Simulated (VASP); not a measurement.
A run of VASP 6.6.1 is set up as follows.

The input INCAR:

```
SYSTEM = Tl
PREC     = Accurate       ! precision mode
ENCUT    = 520            ! plane-wave cutoff, eV
EDIFF    = 1E-7           ! SCF threshold, eV
ISMEAR   = -1             ! smearing method
SIGMA    = 0.1            ! smearing width, eV
LREAL    = .FALSE.        ! projectors in reciprocal space
LASPH    = .TRUE.         ! aspherical terms in the spheres
NELM     = 60             ! most SCF steps
ALGO     = Normal         ! electronic algorithm
ISIF     = 2              ! what is computed and relaxed
LWAVE    = .FALSE.        ! write WAVECAR
LCHARG   = .FALSE.        ! write CHGCAR
GGA      = CA             ! functional
NBANDS   = 12             ! bands
```

The input KPOINTS:

```
Automatic mesh
0
G
  14 14 14
  0 0 0
```

Contents of POSCAR:

```
Tl
1.0
   -1.7601962591      1.7601962591      1.7601962591
    1.7601962591     -1.7601962591      1.7601962591
    1.7601962591      1.7601962591     -1.7601962591
Tl
1
Direct
    0.0000000000      0.0000000000      0.0000000000
```

Potentials or basis: VASP PAW LDA potentials, release 64 (Tl_d).

Command:

```bash
$ cat potpaw_LDA.64/Tl_d/POTCAR > POTCAR
$ mpirun -np 1 vasp_std > vasp.out
```

(1) Estimate the pressure.

## Answers

(1) 17.9 GPa.
